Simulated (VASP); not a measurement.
CaF2: single point with PBEsol

The system is CaF2.

```xyz
3
Lattice="0.0000 2.7580 2.7580 2.7580 0.0000 2.7580 2.7580 2.7580 0.0000" Properties=species:S:1:pos:R:3 pbc="T T T"
Ca    0.0000    0.0000    0.0000
F     1.3790    1.3790    1.3790
F     4.1371    4.1371    4.1371
```

* Program: VASP 6.6.1
* Task: single point
* Functional: PBEsol
* Potentials or basis: VASP PAW PBE potentials, release 64 (Ca_sv, F)
* Cutoff: 600 eV
* k mesh: 6 × 6 × 6
* Occupations: gaussian, width 0.01 eV
* Spin: no spin polarisation

The pressure is -3.9 GPa and the band gap on the k mesh is 6.93 eV (least direct gap 7.18 eV).

Levels at points of the mesh, in eV from the valence-band top:
| k point | band 8 | band 9 | band 10 | band 11 | band 12 | band 13 | band 14 | band 15 | band 16 | band 17 |
| --- | --- | --- | --- | --- | --- | --- | --- | --- | --- | --- |
| (0.00, 0.00, 0.00) | -2.05 | -2.05 | -0.25 | -0.25 | -0.25 | 6.93 | 9.01 | 9.01 | 10.99 | 10.99 |
| (0.50, 0.00, 0.00) | -1.47 | -1.28 | -1.22 | -0.83 | -0.83 | 9.22 | 9.22 | 9.51 | 10.39 | 10.74 |
| (0.50, 0.50, 0.00) | -1.62 | -1.62 | -0.35 | -0.35 | 0.00 | 7.94 | 9.30 | 9.92 | 10.66 | 10.66 |

Wall time 9.5 s on 1 thread of AMD EPYC 9R45 96-Core Processor (Zen 5), with other jobs on the host, peak memory 0.15 GiB.

Caveat: the cell stands under tension; the PAW data sets were made with another functional, which shifts forces and pressure a little. A k mesh can miss the band edges.
